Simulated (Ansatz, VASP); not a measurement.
**KF: VASP beside Ansatz**

File INCAR:

```
PREC     = Accurate       # precision mode
ENCUT    = 520            # plane-wave cutoff, eV
EDIFF    = 1E-6           # SCF threshold, eV
ISMEAR   = 0              # smearing method
SIGMA    = 0.05           # smearing width, eV
LREAL    = F              # projectors in reciprocal space
LASPH    = T              # aspherical terms in the spheres
NELM     = 60             # most SCF steps
ALGO     = Normal         # electronic algorithm
ISIF     = 2              # what is computed and relaxed
LWAVE    = F              # write WAVECAR
LCHARG   = F              # write CHGCAR
GGA      = PE             # functional
NBANDS   = 15             # bands
```

File KPOINTS:

```
regular mesh
0
Gamma
  8 8 8
```

POSCAR

```
KF
1.0
    3.4403718736      0.0000000000      0.0000000000
    0.0000000000      3.4403718736      0.0000000000
    0.0000000000      0.0000000000      2.9243160926
K F
1 1
Direct
    0.0000000000      0.0000000000      0.0000000000
    0.5000000000      0.5000000000      0.5000000000
```

Input for Ansatz:

```yaml
crystal:
  lattice:
    - [3.4403718736, 0.0, 0.0]
    - [0.0, 3.4403718736, 0.0]
    - [0.0, 0.0, 2.9243160926]
  atoms:
    - { symbol: K, position: [0.0, 0.0, 0.0] }
    - { symbol: F, position: [0.5, 0.5, 0.5] }
basis:
  ecutwfc: 420
kpoints:
  mp_grid: { grid: [8, 8, 8] }
hamiltonian:
  xc: pbe
scf:
  occupations: { method: gaussian, width: 0.05 }
output:
  forces: true
  stress: true
  eigenvalues: true
```

Alike in both runs: task single point; functional PBE; k mesh 8 × 8 × 8; occupations gaussian, width 0.05 eV; no spin polarisation.

|  | VASP | Ansatz |
| --- | --- | --- |
| version | VASP 6.6.1 | Ansatz 0.2.0 |
| potentials or method | VASP PAW PBE potentials, release 64 (K_sv, F), cutoff 520 eV | scalar-relativistic, plane waves, PAW |
| valence electrons in the cell | 16 | 16 |

VASP gave:

```
gap on the k mesh at the Fermi level (eV)                     : 5.67
least direct gap on the mesh (eV)                             : 5.70
pressure (GPa)                                                : 0.3
traceless stress, the component that is largest in VASP (GPa) : 9.86
```

What did Ansatz give for the same quantities?

gap on the k mesh at the Fermi level (eV): 5.69; least direct gap on the mesh (eV): 5.72; pressure (GPa): 0.3; traceless stress, the component that is largest in VASP (GPa): 9.81.

The functional is the same, so the differences come from potentials, cutoffs and numerics.
